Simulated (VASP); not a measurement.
Here is a VASP 6.6.1 calculation.

INCAR

```
PREC     = Accurate       # precision mode
ENCUT    = 520            # plane-wave cutoff, eV
EDIFF    = 1E-6           # SCF threshold, eV
ISMEAR   = 0              # smearing method
SIGMA    = 0.15           # smearing width, eV
LREAL    = F              # projectors in reciprocal space
LASPH    = T              # aspherical terms in the spheres
NELM     = 60             # most SCF steps
ALGO     = Normal         # electronic algorithm
ISIF     = 2              # what is computed and relaxed
LWAVE    = F              # write WAVECAR
LCHARG   = F              # write CHGCAR
GGA      = PE             # functional
NBANDS   = 16             # bands
```

KPOINTS

```
Automatic mesh
0
Gamma
  14 14 14
```

The input POSCAR:

```
InAs
1.0
    0.0000000000      2.5852425295      3.1012986198
    3.1012986198      0.0000000000      3.1012986198
    3.1012986198      2.5852425295      0.0000000000
In As
1 1
Direct
    0.0000000000      0.0000000000      0.0000000000
    0.7500000000      0.7500000000      0.7500000000
```

Potentials or basis: VASP PAW PBE potentials, release 64 (In_d, As).

Run with:

```bash
$ cat potpaw_PBE.64/In_d/POTCAR potpaw_PBE.64/As/POTCAR > POTCAR
$ mpirun -np 1 vasp_std > vasp.out
```

**Question.** What does it give for the band gap on the k mesh?

**Answer.** 0.21 eV (least direct gap 0.22 eV).

**Question.** Estimate the pressure.

**Answer.** 11.6 GPa.

Stress tensor (GPa, compression positive):
```
10.87  0.00  0.00
 0.00 13.21  0.00
 0.00  0.00 10.87
```

Caveat: the cell stands under pressure; semilocal functionals underestimate gaps, and a narrow one can read as zero; spin-orbit coupling is left out, which moves the levels of the heavy elements. A k mesh can miss the band edges.
